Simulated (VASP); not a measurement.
Write the native input for VASP 6.6.1 that does the following.

| Quantity | Value |
| --- | --- |
| Task | relaxation of shape and atoms at fixed volume |
| Functional | PBE |
| Potentials or basis | VASP PAW PBE potentials, release 64 (Al, N) |
| Cutoff | 600 eV |
| k mesh | 9 × 9 × 6 |
| Occupations | gaussian, width 0.02 eV |
| Spin | no spin polarisation |
| Dipole correction | no |
| Further INCAR settings | ALGO = Normal; EDIFF = 1e-06; IBRION = 2; EDIFFG = -0.01; NSW = 50; ISIF = 4 |

The structure of AlN lies in POSCAR:

```
AlN
1.0
    3.1612401139      0.0000000000      0.0000000000
   -1.5806200569      2.7377142461      0.0000000000
    0.0000000000      0.0000000000      5.0676464315
Al N
2 2
Direct
    0.3333333333      0.6666666667     -0.0007713538
    0.6666666667      0.3333333333      0.4992286462
    0.3333333333      0.6666666667      0.3807713538
    0.6666666667      0.3333333333      0.8807713538
```

This cell differs from its parent crystal: volume scaled by 1.03.

The input as run:

INCAR

```
PREC = Accurate
ENCUT = 600
EDIFF = 1E-6
ISMEAR = 0
SIGMA = 0.02
LREAL = F
LASPH = T
NELM = 60
ALGO = Normal
ISIF = 4
LWAVE = F
LCHARG = F
GGA = PE
IBRION = 2
NSW = 50
EDIFFG = -0.01
```

KPOINTS

```
regular mesh
0
Gamma
  9 9 6
```

Potentials or basis: VASP PAW PBE potentials, release 64 (Al, N).

Launch:

```sh
$ cat potpaw_PBE.64/Al/POTCAR potpaw_PBE.64/N/POTCAR > POTCAR
$ mpirun -np 1 vasp_std > vasp.out
```

Results of the run:

| Item | Value |
| --- | --- |
| Energy gained by relaxing | 0.0 meV/atom |
| Ionic steps | 4 |
| Pressure after relaxing | -5.8 GPa |
| Largest force after relaxing | 0.005 eV/Å |
| Band gap on the k mesh | 3.80 eV, direct |

It took 82 s on 1 thread of AMD EPYC 7R43 64-Core Processor (Zen 3), with other jobs on the host, peak memory 0.15 GiB.
